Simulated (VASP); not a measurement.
Write the native input for VASP 6.6.1 that does the following.

```yaml
Task: single point
Functional: RPBE
Potentials_or_basis: VASP PAW PBE potentials, release 64 (B)
Cutoff: 520 eV
k_mesh: 15 × 15 × 15
Occupations: fermi-dirac, width 0.1 eV
Spin: no spin polarisation
Dipole_correction: no
Further_INCAR_settings: ALGO = Normal; EDIFF = 1e-07; NBANDS = 10
```

The structure of B lies in POSCAR:

```
B
1.0
    0.0000000000      2.1170810799      2.1170810799
    2.1170810799      0.0000000000      2.1170810799
    2.1170810799      2.1170810799      0.0000000000
B
2
Direct
    0.1250000000      0.1250000000      0.1250000000
    0.8750000000      0.8750000000      0.8750000000
```

This cell differs from its parent crystal: volume scaled by 1.12.

The input as run:

INCAR

```
SYSTEM = B
  PREC = Accurate
  ENCUT = 520
  EDIFF = 1E-7
  ISMEAR = -1
  SIGMA = 0.1
  LREAL = .False.
  LASPH = .True.
  NELM = 80
  ALGO = Normal
  ISIF = 2
  LWAVE = .False.
  LCHARG = .False.
  GGA = RP
  NBANDS = 10
```

KPOINTS

```
Automatic mesh
0
Gamma
  15 15 15
  0 0 0
```

Potentials or basis: VASP PAW PBE potentials, release 64 (B).

The run is started by

```bash
$ cat potpaw_PBE.64/B/POTCAR > POTCAR
$ mpirun -np 1 vasp_std > vasp.out
```

It gave:

| Property | Result |
| --- | --- |
| Pressure | -15.8 GPa |
| Band gap on the k mesh | zero (band 3 reaches 6.52 eV, above the bottom of band 4 at 0.66 eV) |

Caveat: the PAW data sets were made with another functional, which shifts forces and pressure a little.

It took 15 s on 1 thread of AMD EPYC 7R13 Processor (Zen 3) (shared host), peak memory 0.11 GiB.
